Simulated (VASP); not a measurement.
# NbCu (Fm-3m) in VASP: single point with HSE06

Aim: the single point of NbCu with HSE06.

Everything below comes from runs of VASP 6.6.1. Logs are shortened: lines on timing, memory, paths and dates and some standing lists are left out, and cuts for length are marked.

## (1) The cell of the first run

The structure is cubic, space group Fm-3m (No. 225). Conventional cell: a = 5.124 Å, b = 5.124 Å, c = 5.124 Å, α = 90.00°, β = 90.00°, γ = 90.00°. Nb (site symmetry m-3m) has 6 Cu at 2.56 Å within 3.4 Å. Cu (site symmetry m-3m) has 6 Nb at 2.56 Å within 3.4 Å.

## (2) Single point, HSE06, non-collinear spin, zero start, spin-orbit coupling

POSCAR

```
NbCu
1.0
    0.0000000000      2.5622100000      2.5622100000
    2.5622100000      0.0000000000      2.5622100000
    2.5622100000      2.5622100000      0.0000000000
Nb Cu
1 1
Direct
    0.0000000000      0.0000000000      0.0000000000
    0.5000000000      0.5000000000      0.5000000000
```

INCAR.step1

```
SYSTEM = NbCu
  ALGO = Normal
  EDIFF = 1E-5
  ENCUT = 520
  GGA = PE
  GGA_COMPAT = .False.
  ISIF = 2
  ISMEAR = -1
  LASPH = .True.
  LCHARG = .False.
  LMAXMIX = 4
  LORBIT = 11
  LORBMOM = .True.
  LREAL = .False.
  LSORBIT = .True.
  LWAVE = .True.
  MAGMOM = 0 0 0 0 0 0
  NBANDS = 36
  NELM = 150
  PREC = Accurate
  SIGMA = 0.05
```

INCAR.step2

```
SYSTEM = NbCu
  ALGO = Normal
  EDIFF = 1E-6
  ENCUT = 520
  GGA = PE
  GGA_COMPAT = .False.
  HFSCREEN = 0.2079
  ISIF = 2
  ISMEAR = -1
  ISTART = 1
  LASPH = .True.
  LCHARG = .False.
  LHFCALC = .True.
  LMAXMIX = 4
  LORBIT = 11
  LORBMOM = .True.
  LREAL = .False.
  LSORBIT = .True.
  LWAVE = .False.
  MAGMOM = 0 0 0 0 0 0
  NBANDS = 36
  NELM = 150
  PREC = Accurate
  PRECFOCK = Normal
  SIGMA = 0.05
```

KPOINTS

```
k-points
0
Gamma
  4 4 4
  0 0 0
```

Potentials or basis: VASP PAW PBE potentials, release 64 (Nb_sv, Cu).

Started as:

```sh
$ cat potpaw_PBE.64/Nb_sv/POTCAR potpaw_PBE.64/Cu/POTCAR > POTCAR
$ cp INCAR.step1 INCAR
$ mpirun -np 1 vasp_ncl > vasp.out
$ cp INCAR.step2 INCAR
$ mpirun -np 1 vasp_ncl > vasp.out
```

OUTCAR:

```text
SYSTEM = NbCu
   EDIFF = 1E-6
   ENCUT = 520
   GGA = PE
   HFSCREEN = 0.2079
   ISIF = 2
   ISMEAR = -1
   ISTART = 1
   LASPH = .True.
   LHFCALC = .True.
   LORBIT = 11
   LREAL = .False.
   LSORBIT = .True.
   NELM = 150
   PREC = Accurate
   PRECFOCK = Normal

 ion  position               nearest neighbor table
   1  0.000  0.000  0.000-   2 2.56   2 2.56   2 2.56   2 2.56   2 2.56   2 2.56
   2  0.500  0.500  0.500-   1 2.56   1 2.56   1 2.56   1 2.56   1 2.56   1 2.56

  LATTYP: Found a face centered cubic cell.
 ALAT       =     5.1244200000

  Lattice vectors:

 A1 = (   0.0000000000,   2.5622100000,   2.5622100000)
 A2 = (   2.5622100000,   0.0000000000,   2.5622100000)
 A3 = (   2.5622100000,   2.5622100000,   0.0000000000)

Analysis of symmetry for initial positions (statically):
=====================================================================
 Subroutine PRICEL returns:
 Original cell was already a primitive cell.

 Routine SETGRP: Setting up the symmetry group for a
 face centered cubic supercell.

 Subroutine GETGRP returns: Found 48 space group operations
 (whereof 48 operations were pure point group operations)
 out of a pool of 48 trial point group operations.

The static configuration has the point symmetry O_h .

Analysis of symmetry for dynamics (positions and initial velocities):
=====================================================================
 Subroutine PRICEL returns:
 Original cell was already a primitive cell.

 Routine SETGRP: Setting up the symmetry group for a
 face centered cubic supercell.

 Subroutine GETGRP returns: Found 48 space group operations
 (whereof 48 operations were pure point group operations)
 out of a pool of 48 trial point group operations.

The dynamic configuration has the point symmetry O_h .

Analysis of structural, dynamic, and magnetic symmetry:
=====================================================================
 Subroutine PRICEL returns:
 Original cell was already a primitive cell.

 Routine SETGRP: Setting up the symmetry group for a
 face centered cubic supercell.

 Subroutine GETGRP returns: Found 48 space group operations
 (whereof 48 operations were pure point group operations)
 out of a pool of 48 trial point group operations.

The overall configuration has the point symmetry O_h .

 Subroutine INISYM returns: Found 48 space group operations
 (whereof 48 operations are pure point group operations),
 and found     1 'primitive' translations

----------------------------------------------------------------------------------------
[... 474 lines left out ...]
    total drift:                                0.000000      0.000000     -0.000001

  FREE ENERGIE OF THE ION-ELECTRON SYSTEM (eV)
  ---------------------------------------------------
  free  energy   TOTEN  =       -13.8689332671 eV

  energy  without entropy=      -13.8568042639  energy(sigma->0) =      -13.86286877

 orbital moment (x)

 # of ion     p       d       tot
 ----------------------------------------
  1        -0.000  -0.000  -0.000
  2        -0.000   0.000   0.000
 ----------------------------------------
           -0.000  -0.000  -0.000

 orbital moment (y)

 # of ion     p       d       tot
 ----------------------------------------
  1        -0.000  -0.000  -0.000
  2        -0.000   0.000   0.000
 ----------------------------------------
           -0.000  -0.000  -0.000

 orbital moment (z)

 # of ion     p       d       tot
 ----------------------------------------
  1        -0.000  -0.000  -0.000
  2        -0.000   0.000   0.000
 ----------------------------------------
           -0.000  -0.000  -0.000

 Spin-Orbit-Coupling matrix elements

 Ion:    1  E_soc:     -0.1778126
 l=   1
     0.0000000    -0.0265112    -0.0265112
    -0.0265112     0.0000000    -0.0265112
    -0.0265112    -0.0265112     0.0000000
 l=   2
     0.0000000    -0.0006970     0.0000000    -0.0006970    -0.0024272
    -0.0006970     0.0000000    -0.0018204    -0.0006970    -0.0006068
     0.0000000    -0.0018204     0.0000000    -0.0018204     0.0000000
    -0.0006970    -0.0006970    -0.0018204     0.0000000    -0.0006068
    -0.0024272    -0.0006068     0.0000000    -0.0006068     0.0000000
 l=   3
     0.0000000     0.0000000     0.0000000     0.0000000     0.0000000     0.0000000     0.0000000
     0.0000000     0.0000000     0.0000000     0.0000000     0.0000000     0.0000000     0.0000000
     0.0000000     0.0000000     0.0000000     0.0000000     0.0000000     0.0000000     0.0000000
     0.0000000     0.0000000     0.0000000     0.0000000     0.0000000     0.0000000     0.0000000
     0.0000000     0.0000000     0.0000000     0.0000000     0.0000000     0.0000000     0.0000000
     0.0000000     0.0000000     0.0000000     0.0000000     0.0000000     0.0000000     0.0000000
     0.0000000     0.0000000     0.0000000     0.0000000     0.0000000     0.0000000     0.0000000

 Ion:    2  E_soc:     -0.0112603
 l=   1
     0.0000000    -0.0001421    -0.0001421
    -0.0001421     0.0000000    -0.0001421
    -0.0001421    -0.0001421     0.0000000
 l=   2
     0.0000000    -0.0003068     0.0000000    -0.0003068    -0.0014278
    -0.0003068     0.0000000    -0.0010709    -0.0003068    -0.0003570
     0.0000000    -0.0010709     0.0000000    -0.0010709     0.0000000
    -0.0003068    -0.0003068    -0.0010709     0.0000000    -0.0003570
    -0.0014278    -0.0003570     0.0000000    -0.0003570     0.0000000
 l=   3
     0.0000000     0.0000000     0.0000000     0.0000000     0.0000000     0.0000000     0.0000000
     0.0000000     0.0000000     0.0000000     0.0000000     0.0000000     0.0000000     0.0000000
     0.0000000     0.0000000     0.0000000     0.0000000     0.0000000     0.0000000     0.0000000
     0.0000000     0.0000000     0.0000000     0.0000000     0.0000000     0.0000000     0.0000000
     0.0000000     0.0000000     0.0000000     0.0000000     0.0000000     0.0000000     0.0000000
     0.0000000     0.0000000     0.0000000     0.0000000     0.0000000     0.0000000     0.0000000
     0.0000000     0.0000000     0.0000000     0.0000000     0.0000000     0.0000000     0.0000000

 total charge

# of ion       s       p       d       tot
------------------------------------------
    1        2.178   6.007   2.237  10.422
    2        0.628   0.460   9.179  10.267
--------------------------------------------------
tot          2.806   6.467  11.417  20.689

 magnetization (x)

# of ion       s       p       d       tot
------------------------------------------
    1        0.000  -0.000   0.000   0.000
    2        0.000  -0.000   0.000   0.000
--------------------------------------------------
tot          0.000  -0.000   0.000   0.000

 magnetization (y)

# of ion       s       p       d       tot
------------------------------------------
    1        0.000  -0.000   0.000   0.000
    2        0.000   0.000  -0.000  -0.000
--------------------------------------------------
tot          0.000   0.000   0.000   0.000

 magnetization (z)

# of ion       s       p       d       tot
------------------------------------------
    1        0.000   0.000   0.000   0.000
    2       -0.000   0.000   0.000   0.000
--------------------------------------------------
tot         -0.000   0.000   0.000   0.000
```

OUTCAR.step1:

```text
SYSTEM = NbCu
   EDIFF = 1E-5
   ENCUT = 520
   GGA = PE
   ISIF = 2
   ISMEAR = -1
   LASPH = .True.
   LORBIT = 11
   LREAL = .False.
   LSORBIT = .True.
   NELM = 150
[... 626 lines left out ...]

 magnetization (y)

# of ion       s       p       d       tot
------------------------------------------
    1       -0.000   0.000   0.000  -0.000
    2        0.000   0.000  -0.000  -0.000
--------------------------------------------------
tot         -0.000   0.000  -0.000  -0.000

 magnetization (z)

# of ion       s       p       d       tot
------------------------------------------
    1       -0.000  -0.000   0.000  -0.000
    2        0.000   0.000  -0.000   0.000
--------------------------------------------------
tot         -0.000  -0.000   0.000  -0.000
```

It took 1.8 h on 1 thread of Oxide Virtual Turin-like, shared host; peak memory 0.35 GiB.

Results:

- Free energy: -13.8689 eV
- Pressure: -3.2 GPa
- Net moment: 0.00 μB per cell
- Valence electrons inside the program's atomic spheres: Nb 10.42; Cu 10.27

Moments on the atoms (μB; x, y, z):
```
Nb  0.00 0.00 0.00
Cu  0.00 0.00 0.00
```

Caveat: the k points lie up to 0.53 Å⁻¹ apart; the PAW data sets were made with another functional, which shifts forces and pressure a little.
